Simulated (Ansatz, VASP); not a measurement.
Two plane-wave programs on MnSb

```xyz
4
Lattice="4.1500 0.0000 0.0000 -2.0750 3.5940 0.0000 0.0000 0.0000 5.7800" Properties=species:S:1:pos:R:3 pbc="T T T"
Sb    2.0750    1.1980    4.3350
Sb    0.0000    2.3960    1.4450
Mn    0.0000    0.0000    2.8900
Mn    0.0000    0.0000    0.0000
```

Alike in both runs: task single point; functional PBEsol; k mesh 6 × 6 × 4; occupations fermi-dirac, width 0.05 eV; collinear spin; fixed moment 4 μB.

|  | VASP | Ansatz |
| --- | --- | --- |
| version | VASP 6.6.1 | Ansatz 0.2.0 |
| potentials or method | VASP PAW PBE potentials, release 64 (Sb, Mn_pv) | Ansatz PAW |
| plane-wave cutoff (eV) | 520 | 420 |
| valence electrons in the cell | 36 | 60 |

```tsv
	VASP	Ansatz	Ansatz less VASP
pressure (GPa)	-15.4	-15.4	-0.06
traceless stress, the component that is largest in VASP (GPa)	-1.87	-1.91	-0.044
net moment per atom (μB)	1.00	1.00	0.000
size of the moment on the site where the two differ most (μB)	2.24	2.26	+0.017
```

VASP's potentials were made for PBE, not for PBEsol. Site moments also hang on the region over which each program counts them. VASP's potentials hold 36 valence electrons a cell and Ansatz's 60, so a difference there can come from the potentials and not from the codes.

Spin-orbit coupling is off throughout.
